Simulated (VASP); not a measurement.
# H12C4Cl3: single point with PBE+D3(BJ)

The system is H12C4Cl3.

```xyz
38
Lattice="8.3376 0.0000 0.0000 0.0000 8.3376 0.0000 0.0000 0.0000 8.3376" Properties=species:S:1:pos:R:3 pbc="T T T"
C     2.0620    0.2379    1.3860
C     1.8457    1.7921    1.5740
C     1.2830    4.7067    5.6480
C     5.5740    5.3941    0.1124
C     5.8694    8.1310    4.3873
C     1.4070   -0.1416    4.8673
C     5.3323    3.0425    4.5876
C     0.6359    5.1399    0.7800
H     1.8974   -0.3162    2.3049
H     1.2529   -0.1282    0.6615
H     3.0067   -0.0817    1.0698
H     1.6898    2.1756    0.5925
H     0.9090    1.9913    2.1219
H     2.7042    2.3479    2.0380
H     1.9947    5.2227    6.2932
H     1.6955    4.4644    4.6530
H     0.2414    5.0970    5.4973
H     6.5334    4.9098    0.2705
H     4.9156    4.8814   -0.5328
H     5.8700    6.4237   -0.1096
H     5.1006    8.5182    3.6694
H     6.5997    8.9237    4.5059
H     6.3910    7.1603    3.9270
H     1.0588    0.8596    4.6685
H     2.4699   -0.1410    4.9442
H     1.0838   -0.9457    4.2405
H     5.9271    3.1233    3.6650
H     5.9014    2.5895    5.4443
H     4.5143    2.3415    4.3815
H     0.3886    5.9888    0.1057
H     1.7444    5.2081    0.9660
H     0.2799    4.1997    0.3804
Cl    1.1230    3.1324    6.4938
Cl    4.7501    5.3787    1.6294
Cl    4.8809    7.8212    5.8853
Cl    0.8833   -0.5349    6.5689
Cl    4.7681    4.6440    5.1107
Cl   -0.3238    5.3076    2.3024
```

* Program: VASP 6.6.1
* Task: single point
* Functional: PBE
* Dispersion: D3(BJ)
* Potentials or basis: VASP PAW PBE potentials, release 64 (C, H, Cl)
* Cutoff: 520 eV
* k mesh: 1 × 1 × 1
* Occupations: fermi-dirac, width 0.05 eV
* Spin: no spin polarisation

```
Pressure                   : -0.2 GPa
Largest force              : 3.021 eV/Å
Band gap on the k mesh     : 5.42 eV
Dispersion energy per atom : -0.046 eV
```

Forces on the atoms (eV/Å):
```
C   -2.849  0.972  0.255
C    0.619 -1.183  0.555
C   -0.647 -0.754 -0.612
C    1.397  0.713  0.558
C   -0.469 -1.530 -1.577
C   -0.101 -0.046  1.391
C    0.483 -0.845  0.565
C    0.409  0.963  0.186
H   -0.238 -0.131  0.521
H    1.109  0.342  0.828
H    1.694 -0.145 -0.963
H    0.043  0.678 -0.925
H    0.263 -0.057  0.151
H   -0.591 -0.490 -0.177
H   -0.337  0.679 -0.352
H    0.085  0.292  0.309
H    1.030  0.133  0.510
H    0.018 -0.643 -0.216
H   -0.353 -0.305 -1.444
H   -0.572  0.075 -0.538
H    0.643 -0.505  0.204
H    0.301  0.048  0.602
H   -1.250  1.755  1.238
H   -0.400  0.258 -0.389
H    1.071  0.025 -0.118
H   -0.533 -0.326 -0.650
H    0.092  0.206  0.300
H   -0.167  0.462 -0.735
H   -0.377  0.344  0.083
H   -0.107 -0.454  0.351
H   -0.817 -0.410  0.150
H    0.410 -0.240 -0.341
Cl  -0.208 -0.664 -0.153
Cl  -0.972  0.066  1.604
Cl   0.818  0.233 -0.542
Cl  -0.098  0.356 -0.414
Cl   0.054 -0.092 -0.269
Cl   0.548  0.219  0.056
```

Stress tensor (GPa, compression positive):
```
-0.59 -0.01 -0.29
-0.01 -0.52 -0.14
-0.29 -0.14  0.58
```

Levels at points of the mesh, in eV from the valence-band top:
```tsv
k point	band 45	band 46	band 47	band 48	band 49	band 50	band 51	band 52	band 53	band 54
(0.00, 0.00, 0.00)	-0.27	-0.25	-0.13	-0.06	0.00	5.42	5.75	5.85	6.09	6.34
```

It took 88 s on 1 thread of Intel(R) Xeon(R) Platinum 8488C (Sapphire Rapids) (shared host), peak memory 0.53 GiB.

Caveat: the k points lie up to 0.75 Å⁻¹ apart.
